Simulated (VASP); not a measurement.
The system is Ta.

```xyz
1
Lattice="-1.6549 1.6549 1.6549 1.6549 -1.6549 1.6549 1.6549 1.6549 -1.6549" Properties=species:S:1:pos:R:3 pbc="T T T"
Ta    0.0000    0.0000    0.0000
```

Base run:

```yaml
Program: VASP 6.6.1
Functional: PBE
Potentials_or_basis: VASP PAW PBE potentials, release 64 (Ta_pv)
Cutoff: 500 eV
k_mesh: 9 × 9 × 9
Occupations: fermi-dirac, width 0.1 eV
Spin: no spin polarisation
```

Its results: pressure 2.3 GPa.

Task: The run is repeated on the same cell with these changes: functional from PBE to r2SCAN; cutoff from 500 eV to 550 eV. What comes out?

Result: Pressure 0.7 GPa.

Caveats: the PAW data sets were made with another functional, which shifts forces and pressure a little (some runs).
